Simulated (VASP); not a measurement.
## Ti: single point with PBEsol

Ti:

```
CELL_PARAMETERS angstrom
0.00000 2.40845 2.40845
2.40845 0.00000 2.40845
2.40845 2.40845 0.00000
ATOMIC_POSITIONS crystal
Ti 0.87500 0.87500 0.87500
Ti 0.12500 0.12500 0.12500
```

- Program: VASP 6.6.1
- Task: single point
- Functional: PBEsol
- Potentials or basis: VASP PAW PBE potentials, release 64 (Ti_sv)
- Cutoff: 520 eV
- k mesh: 13 × 13 × 13
- Occupations: fermi-dirac, width 0.1 eV
- Spin: no spin polarisation

```
Pressure               : 32.7 GPa
Band gap on the k mesh : zero (band 12 reaches 11.49 eV, above the bottom of band 13 at 10.00 eV)
```

Levels at points of the mesh, in eV from the Fermi level:
| k point | band 9 | band 10 | band 11 | band 12 | band 13 | band 14 | band 15 | band 16 |
| --- | --- | --- | --- | --- | --- | --- | --- | --- |
| (0.00, 0.00, 0.00) | -5.86 | -1.93 | -1.93 | -0.29 | -0.29 | -0.29 | 2.71 | 2.71 |

Run time: 100 s on 1 thread of AMD EPYC 7R13, with other jobs on the host, peak memory 0.15 GiB.

Caveat: the PAW data sets were made with another functional, which shifts forces and pressure a little.
